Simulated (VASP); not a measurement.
# BN (P6_3/mmc) in VASP: notebook, part 2 of 2

VASP 6.6.1.

## 4. Phonons, PBE+D3(BJ)

This run uses another cell than the first one, of 7.88 Å³/atom.

The input, INCAR:

```
SYSTEM = BN
PREC = Accurate
ENCUT = 520
EDIFF = 1E-8
ISMEAR = 0
SIGMA = 0.01
LREAL = .FALSE.
LASPH = .TRUE.
NELM = 60
ALGO = Normal
ISIF = 2
LWAVE = .FALSE.
LCHARG = .FALSE.
GGA = PE
IVDW = 12
NBANDS = 16
IBRION = 6
NFREE = 2
POTIM = 0.015
NSW = 1
```

The input, KPOINTS:

```
Automatic mesh
0
G
  12 12 4
  0 0 0
```

The input, POSCAR:

```
BN
1.0
    2.4924178647      0.0000000000      0.0000000000
   -1.2462089324      2.1584971877      0.0000000000
    0.0000000000      0.0000000000      5.8557726575
B N
2 2
Direct
    0.3333333333      0.6666666667      0.2500000000
    0.6666666667      0.3333333333      0.7500000000
    0.3333333333      0.6666666667      0.7500000000
    0.6666666667      0.3333333333      0.2500000000
```

Potentials or basis: VASP PAW PBE potentials, release 64 (B, N).

Command:

```bash
$ cat potpaw_PBE.64/B/POTCAR potpaw_PBE.64/N/POTCAR > POTCAR
$ mpirun -np 1 vasp_std > vasp.out
```

OUTCAR:

```text
SYSTEM = BN
   PREC = Accurate
   ENCUT = 520
   EDIFF = 1E-8
   ISMEAR = 0
   LREAL = .FALSE.
   LASPH = .TRUE.
   NELM = 60
   ISIF = 2
   GGA = PE
   IVDW = 12
   IBRION = 6
   NFREE = 2
   POTIM = 0.015
   NSW = 1
 IVDW          = 12

 ion  position               nearest neighbor table
   1  0.333  0.667  0.250-   4 1.44   4 1.44   4 1.44
   2  0.667  0.333  0.750-   3 1.44   3 1.44   3 1.44
   3  0.333  0.667  0.750-   2 1.44   2 1.44   2 1.44
   4  0.667  0.333  0.250-   1 1.44   1 1.44   1 1.44

  LATTYP: Found a hexagonal cell.
 ALAT       =     2.4924178647
 C/A-ratio  =     2.3494345553

  Lattice vectors:

 A1 = (   2.4924178647,   0.0000000000,   0.0000000000)
 A2 = (  -1.2462089324,   2.1584971877,   0.0000000000)
 A3 = (   0.0000000000,   0.0000000000,   5.8557726575)

Analysis of symmetry for initial positions (statically):
=====================================================================
 Subroutine PRICEL returns:
 Original cell was already a primitive cell.

 Routine SETGRP: Setting up the symmetry group for a
 hexagonal supercell.

 Subroutine GETGRP returns: Found 24 space group operations
 (whereof 12 operations were pure point group operations)
 out of a pool of 24 trial point group operations.

The static configuration has the point symmetry D_3d.
 The point group associated with its full space group is D_6h.

Analysis of symmetry for dynamics (positions and initial velocities):
=====================================================================
 Subroutine PRICEL returns:
 Original cell was already a primitive cell.

 Routine SETGRP: Setting up the symmetry group for a
 hexagonal supercell.

 Subroutine GETGRP returns: Found 24 space group operations
 (whereof 12 operations were pure point group operations)
 out of a pool of 24 trial point group operations.

The dynamic configuration has the point symmetry D_3d.
 The point group associated with its full space group is D_6h.

 Subroutine INISYM returns: Found 24 space group operations
 (whereof 12 operations are pure point group operations),
 and found     1 'primitive' translations

----------------------------------------------------------------------------------------

                                     Primitive cell

  volume of cell :      31.5033

  direct lattice vectors                    reciprocal lattice vectors
     2.492417865  0.000000000  0.000000000     0.401216832  0.231642646  0.000000000
    -1.246208932  2.158497188  0.000000000     0.000000000  0.463285292  0.000000000
     0.000000000  0.000000000  5.855772658     0.000000000  0.000000000  0.170771657

  length of vectors
     2.492417865  2.492417865  5.855772658     0.463285292  0.463285292  0.170771657

  position of ions in fractional coordinates (direct lattice)
     0.333333333  0.666666667  0.250000000
     0.666666667  0.333333333  0.750000000
     0.333333333  0.666666667  0.750000000
     0.666666667  0.333333333  0.250000000
[... 88 lines left out ...]
   TEBEG  =    0.0;   TEEND  =   0.0 temperature during run
   PSTRESS=    0.0 pullay stress
   NELECT =      16.0000    total number of electrons
   NUPDOWN=      -1.0000    fix difference up-down
   EMIN   =  10.00;   EMAX   =-10.00  energy-range for DOS
   EFERMI =   0.00;   METHOD = LEGACY
   ISMEAR =     0;   SIGMA  =   0.01  broadening in eV -4-tet -1-fermi 0-gaus
   EFERMI_NEDOS =   21; number of points for ismear=-14 and -15
   IALGO  =     38    algorithm
   IMIX   =      4    mixing-type and parameters
     AMIX     =   0.40;   BMIX     =  1.00
     AMIX_MAG =   1.60;   BMIX_MAG =  1.00
  volume/ion in A,a.u.               =       7.88        53.15
  Fermi-wavevector in a.u.,A,eV,Ry     =   1.306159  2.468282 23.212230  1.706051
  Thomas-Fermi vector in A             =   2.436980
   LORBIT       =      0    0 simple, 1 ext, 2 COOP (PROOUT), +10 PAW based schemes
   GGA     = PE    functional components
   LHFCALC =     F    Hartree Fock is set to
   AEXX    =    0.0000 exact exchange contribution
   IVDW    =    12    specifies the selected vdW correction
   LEPSILON=     F    determine dielectric tensor
   LRPA    =     F    only Hartree local field effects (RPA)
 finite differences with symmetry
 non-spin polarized calculation
 Gauss-broadening in eV      SIGMA  =   0.01
  energy-cutoff  :      520.00
  volume of cell :       31.50
 maximum number of plane-waves:       862
 NGX is ok and might be reduce to    20
   NGX =  9   NGY =  9   NGZ = 21

--------------------------------------- Ionic step        1  -------------------------------------------

 number of electron      15.9999998 magnetization

 Free energy of the ion-electron system (eV)
  ---------------------------------------------------
  ext. energy  EPLUGINS =         0.00000000
  ---------------------------------------------------
  free energy    TOTEN  =       -34.97673609 eV

  energy without entropy =      -34.97673609  energy(sigma->0) =      -34.97673609

------------------------ aborting loop because EDIFF is reached ----------------------------------------

 Edisp (eV)   -0.66117

 E8    (eV) :    -0.1961
[... 327 lines left out ...]
--------------------------------------- Ionic step        9  -------------------------------------------

 number of electron      15.9999998 magnetization

 Free energy of the ion-electron system (eV)
  ---------------------------------------------------
  ext. energy  EPLUGINS =         0.00000000
  ---------------------------------------------------
  free energy    TOTEN  =       -34.97523818 eV

  energy without entropy =      -34.97523818  energy(sigma->0) =      -34.97523818

 E-fermi :   3.5904     XC(G=0): -10.9296

 val. band max:        3.5236840556   @ k =   0.3333   0.2500   0.0000
 cond. band min:       7.6239182116   @ k =   0.5000   0.0000   0.0000
 fundamental gap:      4.1002341559
 Fermi energy:         3.5904044318

 k-point     1 :       0.0000    0.0000    0.0000
  band No.  band energies     occupation
      1     -14.6681      2.00000
      2     -13.9529      2.00000
      3      -3.5229      2.00000
      4       0.2079      2.00000
      5       2.0874      2.00000
      6       2.0874      2.00000
[... 433 lines left out ...]
      3      -3.5578      2.00000
      4      -3.3788      2.00000
      5      -0.2344      2.00000
      6      -0.1988      2.00000
[... 8 lines left out ...]
     15      21.1475      0.00000
     16      22.1733      0.00000

 [... further k-points ...]

------------------------ aborting loop because EDIFF is reached ----------------------------------------

 Edisp (eV)   -0.66117

 E8    (eV) :    -0.1961
[... 27 lines left out ...]
  FREE ENERGIE OF THE ION-ELECTRON SYSTEM (eV)
  ---------------------------------------------------
  free  energy   TOTEN  =       -35.6364123199 eV

  energy  without entropy=      -35.6364123199  energy(sigma->0) =      -35.63641232

 INTERNAL STRAIN TENSORS FROM DISPLACED ATOMS
 ============================================

 INTERNAL STRAIN TENSOR FOR ION    1 for displacements in x,y,z  (eV/Angst):
          X           Y           Z          XY          YZ          ZX
  --------------------------------------------------------------------------------
  x     0.00000    -0.00000    -0.00000   -13.67681     0.00000     0.00000
  y   -13.67681    13.67681     0.00000    -0.00000     0.00000     0.00000
  z     0.00000     0.00000     0.00000    -0.00000    -0.00000     0.00000

 INTERNAL STRAIN TENSOR FOR ION    4 for displacements in x,y,z  (eV/Angst):
          X           Y           Z          XY          YZ          ZX
  --------------------------------------------------------------------------------
  x    -0.00000     0.00000    -0.00000    14.26252     0.00000     0.00000
  y    14.26252   -14.26252     0.00000     0.00000     0.00000     0.00000
  z    -0.00000    -0.00000     0.00000    -0.00000     0.00000    -0.00000

 Eigenvectors and eigenvalues of the dynamical matrix
 ----------------------------------------------------

   1 f  =   41.444497 THz   260.403453 2PiTHz 1382.439607 cm-1   171.400589 meV
             X         Y         Z           dx          dy          dz
     -0.000000  1.438998  1.463943    -0.283512    0.447593   -0.000000
      1.246209  0.719499  4.391829     0.283512   -0.447593    0.000000
     -0.000000  1.438998  4.391829    -0.250574    0.395593   -0.000000
      1.246209  0.719499  1.463943     0.250574   -0.395593   -0.000000
[... 71 lines left out ...]
  12 f/i=    0.000926 THz     0.005817 2PiTHz    0.030879 cm-1     0.003829 meV
             X         Y         Z           dx          dy          dz
     -0.000000  1.438998  1.463943     0.000000   -0.000000    0.466729
      1.246209  0.719499  4.391829     0.000000   -0.000000    0.466729
     -0.000000  1.438998  4.391829     0.000000   -0.000000    0.531191
      1.246209  0.719499  1.463943     0.000000   -0.000000    0.531191

 ELASTIC MODULI CONTR FROM IONIC RELAXATION (kBar)
 Direction    XX          YY          ZZ          XY          YZ          ZX
 --------------------------------------------------------------------------------
 XX        -501.4471    501.4471     -0.0000      0.0000      0.0000     -0.0000
 YY         501.4471   -501.4471      0.0000      0.0000     -0.0000      0.0000
 ZZ          -0.0000      0.0000     -0.0000      0.0000      0.0000     -0.0000
 XY           0.0000      0.0000      0.0000   -501.4471      0.0000     -0.0000
 YZ           0.0000     -0.0000      0.0000      0.0000     -0.0000      0.0000
 ZX          -0.0000      0.0000     -0.0000     -0.0000      0.0000     -0.0000
 --------------------------------------------------------------------------------
```

OSZICAR:

```text
N       E                     dE             d eps       ncg     rms          rms(c)
DAV:   1     0.471184823279E+02    0.47118E+02   -0.80923E+03  1824   0.935E+02
DAV:   2    -0.354674639055E+02   -0.82586E+02   -0.75395E+02  2512   0.228E+02
DAV:   3    -0.384209586469E+02   -0.29535E+01   -0.29415E+01  2400   0.413E+01
[... 96 lines left out ...]
DAV:   4    -0.349752359438E+02   -0.29130E-04   -0.34899E-04  2680   0.125E-01    0.116E-02
DAV:   5    -0.349752376826E+02   -0.17388E-05   -0.31507E-06  2880   0.151E-02    0.477E-03
DAV:   6    -0.349752381496E+02   -0.46699E-06   -0.82758E-07  2640   0.691E-03    0.101E-03
DAV:   7    -0.349752381757E+02   -0.26113E-07   -0.51576E-08  2640   0.189E-03    0.274E-04
DAV:   8    -0.349752381772E+02   -0.15561E-08   -0.30506E-09  1712   0.450E-04
   9 F= -.35636412E+02 E0= -.35636412E+02  d E =-.545875E-23
```

Run time: 3 min. Hardware: 1 thread of Intel Xeon Platinum 8559C (Emerald Rapids), shared host; peak memory 0.31 GiB.

Results:

| Property | Result |
| --- | --- |
| Highest phonon frequency at Γ, LO-TO splitting left out | 1382 cm⁻¹ |
| Dispersion energy per atom | -0.165 eV |

Phonon frequencies in cm⁻¹ (negative: imaginary):
```
              q point                                  frequencies
(0.000, 0.000, 0.000)  0 0 0 83 83 221 687 790 1381 1381 1382 1382
```

Caveat: the cell stands under pressure or tension, which shifts response properties.

## 5. Phonons, PBE+D3(BJ)

This run uses another cell than the first one, of 6.48 Å³/atom.

INCAR, as its differences from that of step 4:

```diff
@@ -8,3 +8,3 @@
 LASPH = .TRUE.
-NELM = 60
+NELM = 80
 ALGO = Normal
@@ -15,3 +15,2 @@
 IVDW = 12
-NBANDS = 16
 IBRION = 6
```

The input, KPOINTS:

```
regular mesh
0
G
  12 12 6
  0 0 0
```

The input, POSCAR:

```
BN
1.0
    2.4577392826      0.0000000000      0.0000000000
   -1.2288696413      2.1284646546      0.0000000000
    0.0000000000      0.0000000000      4.9566449498
B N
2 2
Direct
    0.3333333333      0.6666666667      0.2500000000
    0.6666666667      0.3333333333      0.7500000000
    0.3333333333      0.6666666667      0.7500000000
    0.6666666667      0.3333333333      0.2500000000
```

Potentials or basis: VASP PAW PBE potentials, release 64 (B, N).

Command:

```bash
$ cat potpaw_PBE.64/B/POTCAR potpaw_PBE.64/N/POTCAR > POTCAR
$ mpirun -np 1 vasp_std > vasp.out
```

OUTCAR:

```text
SYSTEM = BN
   PREC = Accurate
   ENCUT = 520
   EDIFF = 1E-8
   ISMEAR = 0
   LREAL = .FALSE.
   LASPH = .TRUE.
   NELM = 80
   ISIF = 2
   GGA = PE
   IVDW = 12
   IBRION = 6
   NFREE = 2
   POTIM = 0.015
   NSW = 1
 IVDW          = 12

 ion  position               nearest neighbor table
   1  0.333  0.667  0.250-   4 1.42   4 1.42   4 1.42
   2  0.667  0.333  0.750-   3 1.42   3 1.42   3 1.42
   3  0.333  0.667  0.750-   2 1.42   2 1.42   2 1.42
   4  0.667  0.333  0.250-   1 1.42   1 1.42   1 1.42

  LATTYP: Found a hexagonal cell.
 ALAT       =     2.4577392826
 C/A-ratio  =     2.0167496955

  Lattice vectors:

 A1 = (   2.4577392826,   0.0000000000,   0.0000000000)
 A2 = (  -1.2288696413,   2.1284646546,   0.0000000000)
 A3 = (   0.0000000000,   0.0000000000,   4.9566449498)

[... 893 lines left out ...]

 [... further k-points ...]

------------------------ aborting loop because EDIFF is reached ----------------------------------------

 Edisp (eV)   -0.80773

 E8    (eV) :    -0.2406
[... 27 lines left out ...]
  FREE ENERGIE OF THE ION-ELECTRON SYSTEM (eV)
  ---------------------------------------------------
  free  energy   TOTEN  =       -34.9989198421 eV

  energy  without entropy=      -34.9989198421  energy(sigma->0) =      -34.99891984

 INTERNAL STRAIN TENSORS FROM DISPLACED ATOMS
 ============================================

 INTERNAL STRAIN TENSOR FOR ION    1 for displacements in x,y,z  (eV/Angst):
          X           Y           Z          XY          YZ          ZX
  --------------------------------------------------------------------------------
  x     0.00000     0.00000     0.00000   -17.68134     0.00000     0.00000
  y   -17.68134    17.68134     0.00000     0.00000     0.00000     0.00000
  z    -0.00000    -0.00000     0.00000     0.00000     0.00000     0.00000

 INTERNAL STRAIN TENSOR FOR ION    4 for displacements in x,y,z  (eV/Angst):
          X           Y           Z          XY          YZ          ZX
  --------------------------------------------------------------------------------
  x     0.00000     0.00000     0.00000    19.73155     0.00000     0.00000
  y    19.73155   -19.73155    -0.00000     0.00000     0.00000     0.00000
  z     0.00000     0.00000     0.00000     0.00000     0.00000     0.00000

 Eigenvectors and eigenvalues of the dynamical matrix
 ----------------------------------------------------

   1 f  =   44.135409 THz   277.310953 2PiTHz 1472.198774 cm-1   182.529303 meV
             X         Y         Z           dx          dy          dz
     -0.000000  1.418976  1.239161    -0.524476    0.000004   -0.000000
      1.228870  0.709488  3.717484     0.524476   -0.000004   -0.000000
     -0.000000  1.418976  3.717484    -0.474262    0.000004   -0.000000
      1.228870  0.709488  1.239161     0.474262   -0.000004    0.000000
[... 71 lines left out ...]
  12 f/i=    0.003400 THz     0.021364 2PiTHz    0.113416 cm-1     0.014062 meV
             X         Y         Z           dx          dy          dz
     -0.000000  1.418976  1.239161    -0.000000   -0.000000   -0.466596
      1.228870  0.709488  3.717484    -0.000000   -0.000000   -0.466596
     -0.000000  1.418976  3.717484    -0.000000   -0.000000   -0.531308
      1.228870  0.709488  1.239161    -0.000000   -0.000000   -0.531308

 ELASTIC MODULI CONTR FROM IONIC RELAXATION (kBar)
 Direction    XX          YY          ZZ          XY          YZ          ZX
 --------------------------------------------------------------------------------
 XX        -996.8117    996.8117     -0.0000     -0.0000      0.0000      0.0000
 YY         996.8117   -996.8117      0.0000      0.0000      0.0000      0.0000
 ZZ          -0.0000      0.0000     -0.0000     -0.0000      0.0000      0.0000
 XY          -0.0000      0.0000     -0.0000   -996.8117      0.0000      0.0000
 YZ           0.0000      0.0000      0.0000      0.0000      0.0000      0.0000
 ZX           0.0000      0.0000      0.0000      0.0000      0.0000      0.0000
 --------------------------------------------------------------------------------
```

OSZICAR:

```text
N       E                     dE             d eps       ncg     rms          rms(c)
DAV:   1     0.556442419073E+02    0.55644E+02   -0.87814E+03  1832   0.128E+03
DAV:   2    -0.342258977959E+02   -0.89870E+02   -0.81967E+02  2616   0.277E+02
DAV:   3    -0.375981038986E+02   -0.33722E+01   -0.33510E+01  2280   0.539E+01
[... 91 lines left out ...]
DAV:   4    -0.341911909984E+02   -0.24774E-04   -0.38830E-04  2800   0.181E-01    0.158E-02
DAV:   5    -0.341911933997E+02   -0.24014E-05   -0.66717E-06  3000   0.274E-02    0.621E-03
DAV:   6    -0.341911939026E+02   -0.50289E-06   -0.15026E-06  2640   0.118E-02    0.170E-03
DAV:   7    -0.341911939299E+02   -0.27224E-07   -0.93265E-08  2800   0.333E-03    0.362E-04
DAV:   8    -0.341911939320E+02   -0.21796E-08   -0.80665E-09  1828   0.942E-04
   9 F= -.34998920E+02 E0= -.34998920E+02  d E =-.233807E-13
```

stdout:

```text
POSCAR found type information on POSCAR B N
 POSCAR found :  2 types and       4 ions
 scaLAPACK will be used
 LDA part: xc-table for (Slater+PW92), standard interpolation
 POSCAR, INCAR and KPOINTS ok, starting setup
 FFT: planning ... GRIDC
 FFT: planning ... GRID_SOFT
 FFT: planning ... GRID
 WAVECAR not read
 entering main loop
 Found     4 degrees of freedom:
 Finite differences POTIM= 0.01500 DOF=   4
 bond charge predicted
 Finite differences progress:
 bond charge predicted
 Finite differences progress:
 bond charge predicted
 Finite differences progress:
 bond charge predicted
 Finite differences progress:
 bond charge predicted
 Finite differences progress:
 bond charge predicted
 Finite differences progress:
 bond charge predicted
 Finite differences progress:
 bond charge predicted
 Finite differences progress:
```

Wall time 2.4 min (1 thread of Intel Xeon Platinum 8559C (Emerald Rapids), shared host); peak memory 0.27 GiB.

Results:

```
Highest phonon frequency at Γ, LO-TO splitting left out : 1472 cm⁻¹
Dispersion energy per atom                              : -0.202 eV
```

Phonon frequencies in cm⁻¹ (negative: imaginary):
```csv
q point,frequencies
"(0.000, 0.000, 0.000)",0 0 0 162 162 385 393 777 1454 1454 1472 1472
```

Caveat: the cell stands under pressure or tension, which shifts response properties.
